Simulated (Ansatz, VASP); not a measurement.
One calculation of BeAs4Ru, two programs

```
Be As Ru
1.0
     0.00000    4.01125    4.01125
     4.01125    0.00000    4.01125
     4.01125    4.01125    0.00000
Be As Ru
1 4 1
Direct
  0.75000 0.75000 0.75000
  0.87549 0.37484 0.37484
  0.37484 0.37484 0.37484
  0.37484 0.87549 0.37484
  0.37484 0.37484 0.87549
  0.00000 0.00000 0.00000
```

Change from the starting cell: species swapped into the CaErAl4 type (F-43m, No. 216).

Alike in both runs: task single point; functional PBE; k mesh 4 × 4 × 4; occupations gaussian, width 0.1 eV; no spin polarisation.

```csv
,VASP,Ansatz
version,VASP 6.6.1,Ansatz 0.2.0
potentials or method,"VASP PAW PBE potentials, release 64 (Be, As, Ru_pv), cutoff 520 eV","scalar-relativistic, plane waves, PAW"
valence electrons in the cell,36,78
```

|  | VASP | Ansatz | Ansatz less VASP |
| --- | --- | --- | --- |
| gap on the k mesh at the Fermi level (eV) | none | none | - |
| pressure (GPa) | -10.6 | -10.6 | -0.04 |
| rms of the force components (eV/Å) | 0.072 | 0.071 | -0.0006 |

Atom by atom the forces differ by 0.001 eV/Å (rms over components). A gap of «none» marks a metal or a gap that the smearing closes. VASP's potentials hold 36 valence electrons a cell and Ansatz's 78, so a difference there can come from the potentials and not from the codes.
